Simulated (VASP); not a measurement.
# Zn7CdSi8P16 (P1) in VASP: single point with PBEsol

Aim: the single point of Zn7CdSi8P16 with PBEsol.

Everything below comes from runs of VASP 6.6.1. Logs are shortened: lines on timing, memory, paths and dates and some standing lists are left out, and cuts for length are marked.

### Step 1. The cell of the first run

The typed cell holds 64 atoms: a = 10.772 Å, b = 10.774 Å, c = 10.464 Å, α = 90.00°, β = 90.00°, γ = 90.00°.

### Step 2. Single point, PBEsol

INCAR reads:

```
SYSTEM = Zn7CdSi8P16
ALGO     = Normal         ! electronic algorithm
EDIFF    = 1E-6           ! SCF threshold, eV
ENCUT    = 520            ! plane-wave cutoff, eV
GGA      = PS             ! functional
ISIF     = 2              ! what is computed and relaxed
ISMEAR   = -1             ! smearing method
ISYM     = 0            
LASPH    = .TRUE.         ! aspherical terms in the spheres
LCHARG   = .FALSE.        ! write CHGCAR
LREAL    = Auto         
LWAVE    = .FALSE.        ! write WAVECAR
NBANDS   = 246            ! bands
NELM     = 80             ! most SCF steps
PREC     = Accurate       ! precision mode
SIGMA    = 0.05           ! smearing width, eV
```

KPOINTS reads:

```
Automatic mesh
0
Gamma
  1 1 1
  0.25 0.25 0.25
```

POSCAR reads:

```
Zn7CdSi8P16
1.0
   10.7721548787     -0.0000529952     -0.0000160188
   -0.0000529869     10.7738420738     -0.0000160188
   -0.0000149959     -0.0000149983     10.4643593994
Zn Si P Cd
14 16 32 2
Direct
    0.9992060000      0.0004860000      0.0010520000
    0.9973590000      0.5017800000      0.0022300000
    0.4991970000      0.0009790000      0.0005270000
    0.5011720000      0.4986580000      0.0028110000
    0.0015300000      0.2509180000      0.2486520000
    0.9999090000      0.7493920000      0.2505320000
    0.4980990000      0.2481830000      0.2490580000
    0.4998660000      0.7496950000      0.2500820000
    0.2497530000      0.9999420000      0.7506540000
    0.7514690000      0.9980330000      0.7524800000
    0.7481940000      0.5017260000      0.7527280000
    0.2475820000      0.2488400000      0.4985500000
    0.2503280000      0.7522920000      0.4988890000
    0.7490340000      0.7503670000      0.5003770000
    0.0018920000      0.9984270000      0.4986720000
    0.0008670000      0.5030760000      0.4989760000
    0.4979820000      0.9982120000      0.4998140000
    0.4998830000      0.5025460000      0.4977190000
    0.2503580000      0.0002980000      0.2503060000
    0.2499510000      0.5009610000      0.2495300000
    0.7499990000      0.9986380000      0.2483330000
    0.7496710000      0.5028680000      0.2475190000
    0.2497560000      0.2486110000      0.0020390000
    0.2502960000      0.7528920000      0.0011650000
    0.7500810000      0.2503260000      0.9998300000
    0.7503720000      0.7508650000      0.9991360000
    0.0001460000      0.2484810000      0.7516260000
    0.9978930000      0.7529510000      0.7492420000
    0.5003570000      0.2479020000      0.7502620000
    0.5022040000      0.7533610000      0.7504250000
    0.1330160000      0.1239680000      0.1257340000
    0.1326510000      0.6255380000      0.1241820000
    0.6326040000      0.1250400000      0.1249440000
    0.6328530000      0.6265300000      0.1236800000
    0.1168450000      0.1242220000      0.6246950000
    0.1126220000      0.6331270000      0.6190130000
    0.6122200000      0.1156380000      0.6314390000
    0.6167210000      0.6251850000      0.6253220000
    0.3664240000      0.3743220000      0.1249970000
    0.3674260000      0.8758560000      0.1259540000
    0.8663300000      0.3749860000      0.1256020000
    0.8672320000      0.8735920000      0.1243880000
    0.3738870000      0.1169860000      0.3751350000
    0.3728010000      0.6190430000      0.3749890000
    0.8806890000      0.1113100000      0.3679670000
    0.8732430000      0.6175980000      0.3745060000
    0.1245270000      0.3837040000      0.3746760000
    0.1261450000      0.8816530000      0.3738440000
    0.6183840000      0.3894650000      0.3662510000
    0.6243900000      0.8824100000      0.3746160000
    0.1180170000      0.3608880000      0.8833020000
    0.1238550000      0.8680990000      0.8749490000
    0.6239630000      0.3666480000      0.8747710000
    0.6258450000      0.8693610000      0.8760460000
    0.3889460000      0.3677170000      0.6167050000
    0.3809630000      0.8740170000      0.6252180000
    0.8901440000      0.3835690000      0.6334480000
    0.8810910000      0.8766320000      0.6238850000
    0.3736780000      0.1330580000      0.8753700000
    0.3831130000      0.6404240000      0.8830590000
    0.8735650000      0.1316170000      0.8749620000
    0.8745850000      0.6337100000      0.8747040000
    0.2516450000      0.5002190000      0.7518680000
    0.7502960000      0.2522480000      0.5017890000
```

Potentials or basis: VASP PAW PBE potentials, release 64 (Zn, Si, P, Cd).

The run is started by

```
$ cat potpaw_PBE.64/Zn/POTCAR potpaw_PBE.64/Si/POTCAR potpaw_PBE.64/P/POTCAR potpaw_PBE.64/Cd/POTCAR > POTCAR
$ mpirun -np 1 vasp_std > vasp.out
```

OUTCAR:

```text
SYSTEM = Zn7CdSi8P16
   EDIFF = 1E-6
   ENCUT = 520
   GGA = PS
   ISIF = 2
   ISMEAR = -1
   ISYM = 0
   LASPH = .TRUE.
   LREAL = Auto
   NELM = 80
   PREC = Accurate

 ion  position               nearest neighbor table
   1  0.999  0.000  0.001-  31 2.36  42 2.36  61 2.36  52 2.36
   2  0.997  0.502  0.002-  41 2.35  32 2.35  51 2.35  62 2.36
   3  0.499  0.001  0.001-  33 2.36  40 2.36  59 2.36  54 2.36
   4  0.501  0.499  0.003-  34 2.35  60 2.35  39 2.35  53 2.36
   5  0.002  0.251  0.249-  45 2.35  31 2.35  47 2.35  41 2.36
   6  1.000  0.749  0.251-  48 2.35  46 2.36  32 2.36  42 2.36
[... 56 lines left out ...]
  63  0.252  0.500  0.752-  60 2.48  51 2.49  36 2.50  55 2.50
  64  0.750  0.252  0.502-  57 2.48  49 2.49  37 2.49  45 2.50

IMPORTANT INFORMATION: All symmetrisations will be switched off!
NOSYMM: (Re-)initialisation of all symmetry stuff for point group C_1.

----------------------------------------------------------------------------------------

                                     Primitive cell

  volume of cell :    1214.4673

  direct lattice vectors                    reciprocal lattice vectors
    10.772154879 -0.000052995 -0.000016019     0.092831937  0.000000457  0.000000133
    -0.000052987 10.773842074 -0.000016019     0.000000457  0.092817399  0.000000133
    -0.000014996 -0.000014998 10.464359399     0.000000142  0.000000142  0.095562467

  length of vectors
    10.772154879 10.773842074 10.464359399     0.092831937  0.092817399  0.095562467

  position of ions in fractional coordinates (direct lattice)
     0.999206000  0.000486000  0.001052000
     0.997359000  0.501780000  0.002230000
     0.499197000  0.000979000  0.000527000
     0.501172000  0.498658000  0.002811000
     0.001530000  0.250918000  0.248652000
     0.999909000  0.749392000  0.250532000
[... 56 lines left out ...]
     0.251645000  0.500219000  0.751868000
     0.750296000  0.252248000  0.501789000

  ion indices of the primitive-cell ions
   primitive index   ion index
                 1           1
                 2           2
                 3           3
                 4           4
                 5           5
                 6           6
[... 56 lines left out ...]
                63          63
                64          64

----------------------------------------------------------------------------------------

 KPOINTS: Automatic mesh

Automatic generation of k-mesh.
 Grid dimensions read from file:
 generate k-points for:    1    1    1

 Generating k-lattice:
[... 44 lines left out ...]
   NSW    =      0    number of steps for IOM
   IBRION =     -1    ionic relax: 0-MD 1-quasi-New 2-CG
   NFREE  =      0    steps in history (QN), initial steepest desc. (CG)
   ISIF   =      2    stress and relaxation
   ISYM   =      0    0-nonsym 1-usesym 2-fastsym
   POTIM  = 0.5000    time-step for ionic-motion
   TEBEG  =    0.0;   TEEND  =   0.0 temperature during run
   PSTRESS=    0.0 pullay stress
   NELECT =     416.0000    total number of electrons
   NUPDOWN=      -1.0000    fix difference up-down
   EMIN   =  10.00;   EMAX   =-10.00  energy-range for DOS
   EFERMI =   0.00;   METHOD = LEGACY
   ISMEAR =    -1;   SIGMA  =   0.05  broadening in eV -4-tet -1-fermi 0-gaus
   EFERMI_NEDOS =   21; number of points for ismear=-14 and -15
   IALGO  =     38    algorithm
   IMIX   =      4    mixing-type and parameters
     AMIX     =   0.40;   BMIX     =  1.00
     AMIX_MAG =   1.60;   BMIX_MAG =  1.00
  volume/ion in A,a.u.               =      18.98       128.06
  Fermi-wavevector in a.u.,A,eV,Ry     =   1.145453  2.164593 17.851699  1.312063
  Thomas-Fermi vector in A             =   2.282141
   LORBIT       =      0    0 simple, 1 ext, 2 COOP (PROOUT), +10 PAW based schemes
   GGA     = PS    functional components
   LHFCALC =     F    Hartree Fock is set to
   AEXX    =    0.0000 exact exchange contribution
   IVDW    =     0    specifies the selected vdW correction
   LEPSILON=     F    determine dielectric tensor
   LRPA    =     F    only Hartree local field effects (RPA)
 non-spin polarized calculation
  energy-cutoff  :      520.00
  volume of cell :     1214.47
 maximum number of plane-waves:     32708
   NGX = 41   NGY = 41   NGZ = 39

 number of electron     416.0000083 magnetization

 Free energy of the ion-electron system (eV)
  ---------------------------------------------------
  ext. energy  EPLUGINS =         0.00000000
  ---------------------------------------------------
  free energy    TOTEN  =      -319.92394277 eV

  energy without entropy =     -319.92394269  energy(sigma->0) =     -319.92394273

 E-fermi :   5.2779     XC(G=0): -10.0013

 val. band max:        4.3950232335   @ k =   0.2500   0.2500   0.2500
 cond. band min:       6.1848815883   @ k =  -0.2500   0.2500  -0.2500
 fundamental gap:      1.7898583548
 Fermi energy:         5.2778636192

 k-point     1 :       0.2500    0.2500    0.2500
  band No.  band energies     occupation
      1      -8.3046      2.00000
      2      -7.9195      2.00000
      3      -7.9064      2.00000
      4      -7.8185      2.00000
      5      -7.5798      2.00000
      6      -7.5751      2.00000
[... 881 lines left out ...]
    219       7.0442      0.00000
    220       7.1131      0.00000
 [bands above 220 left out]

------------------------ aborting loop because EDIFF is reached ----------------------------------------

  FORCE on cell =-STRESS in cart. coord.  units (eV):
  Direction    XX          YY          ZZ          XY          YZ          ZX
  --------------------------------------------------------------------------------------
  -------------------------------------------------------------------------------------
  Total        1.2149601      1.2439269      1.1084162      0.7214713      0.7378826      0.8230626
  in kB        1.6028274      1.6410416      1.4622702      0.9517958      0.9734463      1.0858195
  external PRESSURE =       1.5687131 kB  Pullay stress =       0.0000000 kB

 VOLUME and BASIS-vectors are now :
 -----------------------------------------------------------------------------
  energy-cutoff  :      520.00
  volume of cell :     1214.47
      direct lattice vectors                 reciprocal lattice vectors
    10.772154879 -0.000052995 -0.000016019     0.092831937  0.000000457  0.000000133
    -0.000052987 10.773842074 -0.000016019     0.000000457  0.092817399  0.000000133
    -0.000014996 -0.000014998 10.464359399     0.000000142  0.000000142  0.095562467

 POSITION                                       TOTAL-FORCE (eV/Angst)
 -----------------------------------------------------------------------------------
     10.76360      0.00518      0.01099         0.009701     -0.015583     -0.021774
     10.74368      5.40605      0.02331         0.003357     -0.019350     -0.031289
      5.37743      0.01052      0.00551         0.001658     -0.015467     -0.027416
      5.39868      5.37244      0.02940         0.008481     -0.015190     -0.020067
      0.01646      2.70335      2.60198        -0.019304      0.003283     -0.030623
     10.77113      8.07377      2.62163        -0.009945      0.005568     -0.024781
[... 56 lines left out ...]
      2.71072      5.38926      7.86780        -0.035800     -0.031630     -0.038376
      8.08228      2.71763      5.25088        -0.029215     -0.044833     -0.046356
 -----------------------------------------------------------------------------------
    total drift:                               -0.007259      0.005995      0.004401

  FREE ENERGIE OF THE ION-ELECTRON SYSTEM (eV)
  ---------------------------------------------------
  free  energy   TOTEN  =      -319.9239427685 eV

  energy  without entropy=     -319.9239426866  energy(sigma->0) =     -319.92394273
```

Run time: 30 min. Hardware: 1 thread of Intel Xeon Platinum 8375C at 2.90GHz (Ice Lake), shared host; peak memory 1.4 GiB.

What came out:

| Quantity | Value |
| --- | --- |
| Free energy | -319.9239 eV |
| Pressure | 0.2 GPa |
| Largest force | 0.112 eV/Å |
| Band gap on the k mesh | 1.79 eV |

Forces on the atoms (eV/Å):
```
Zn   0.010 -0.016 -0.022
Zn   0.003 -0.019 -0.031
Zn   0.002 -0.015 -0.027
Zn   0.008 -0.015 -0.020
Zn  -0.019  0.003 -0.031
Zn  -0.010  0.006 -0.025
Zn  -0.013  0.006 -0.032
Zn  -0.016 -0.002 -0.023
Zn  -0.014  0.004 -0.023
Zn  -0.015  0.007 -0.041
Zn  -0.016  0.008 -0.020
Zn   0.001 -0.016 -0.033
Zn   0.004 -0.019 -0.029
Zn   0.005 -0.013 -0.025
Si  -0.080 -0.044 -0.009
Si  -0.077 -0.037 -0.028
Si  -0.077 -0.051 -0.005
Si  -0.082 -0.054 -0.006
Si  -0.057 -0.073 -0.010
Si  -0.045 -0.076 -0.010
Si  -0.045 -0.081 -0.021
Si  -0.046 -0.102 -0.005
Si  -0.071 -0.044 -0.019
Si  -0.079 -0.050 -0.007
Si  -0.071 -0.040 -0.005
Si  -0.082 -0.047 -0.015
Si  -0.049 -0.083 -0.003
Si  -0.036 -0.077 -0.017
Si  -0.052 -0.062 -0.023
Si  -0.041 -0.068 -0.016
P    0.025  0.023  0.006
P    0.044  0.028  0.005
P    0.039  0.023  0.010
P    0.046  0.021  0.005
P    0.004  0.054  0.027
P    0.006  0.110  0.018
P    0.021  0.051  0.064
P    0.011  0.048  0.033
P    0.006  0.061  0.030
P    0.005  0.066  0.034
P    0.008  0.052  0.018
P    0.016  0.062  0.040
P    0.055  0.006  0.033
P    0.055  0.015  0.016
P    0.103  0.015  0.031
P    0.064  0.013  0.044
P    0.022  0.043  0.011
P    0.025  0.027  0.008
P    0.037  0.090 -0.003
P    0.019  0.040  0.009
P    0.065  0.008  0.076
P    0.054  0.014  0.033
P    0.054  0.009  0.025
P    0.055  0.009  0.018
P    0.085  0.036  0.015
P    0.051  0.026  0.012
P    0.029  0.014  0.000
P    0.037  0.019  0.010
P    0.020  0.034  0.012
P    0.013  0.029 -0.003
P    0.033  0.051  0.009
P    0.018  0.052  0.017
Cd  -0.036 -0.032 -0.038
Cd  -0.029 -0.045 -0.046
```

Levels at points of the mesh, in eV from the valence-band top:
```csv
k point,band 205,band 206,band 207,band 208,band 209,band 210,band 211,band 212
"(0.25, 0.25, 0.25)",-0.29,-0.22,-0.12,0.00,1.80,1.85,1.86,2.20
```

Caveat: the PAW data sets were made with another functional, which shifts forces and pressure a little; a shifted mesh leaves out Γ, where band edges can lie. A k mesh can miss the band edges.
